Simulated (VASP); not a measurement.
Wanted: the native input for a VASP 6.6.1 run.

* Task: single point
* Functional: PBE
* Potentials or basis: VASP PAW PBE potentials, release 64 (Si, Ge_d)
* Cutoff: 500 eV
* k mesh: 5 × 5 × 8
* Occupations: gaussian, width 0.2 eV
* Spin: no spin polarisation
* Dipole correction: no
* Further INCAR settings: ALGO = Normal; EDIFF = 1e-06; NBANDS = 18

The structure of Si2Ge lies in POSCAR:

```
Si2Ge
1.0
    4.4714017596      0.0000000000      0.0000000000
   -2.2357008798      3.8723475143      0.0000000000
    0.0000000000      0.0000000000      2.7857805518
Si Ge
2 1
Direct
    0.3333333333      0.6666666667      0.5000000000
    0.6666666667      0.3333333333      0.5000000000
    0.0000000000      0.0000000000      0.0000000000
```

The input as run:

INCAR

```
SYSTEM = Si2Ge
PREC = Accurate
ENCUT = 500
EDIFF = 1E-6
ISMEAR = 0
SIGMA = 0.2
LREAL = .False.
LASPH = .True.
NELM = 120
ALGO = Normal
ISIF = 2
LWAVE = .False.
LCHARG = .False.
GGA = PE
NBANDS = 18
GGA_COMPAT = .False.
```

KPOINTS

```
Automatic mesh
0
Gamma
  5 5 8
  0 0 0
```

Potentials or basis: VASP PAW PBE potentials, release 64 (Si, Ge_d).

Launch:

```console
$ cat potpaw_PBE.64/Si/POTCAR potpaw_PBE.64/Ge_d/POTCAR > POTCAR
$ mpirun -np 1 vasp_std > vasp.out
```

It gave:

```yaml
Pressure: -0.1 GPa
Band_gap_on_the_k_mesh: zero (band 11 reaches 11.16 eV, above the bottom of band 12 at 5.03 eV)
```

Wall time 18 s on 1 thread of Intel Xeon 6975P-C, with other jobs on the host, peak memory 0.17 GiB.
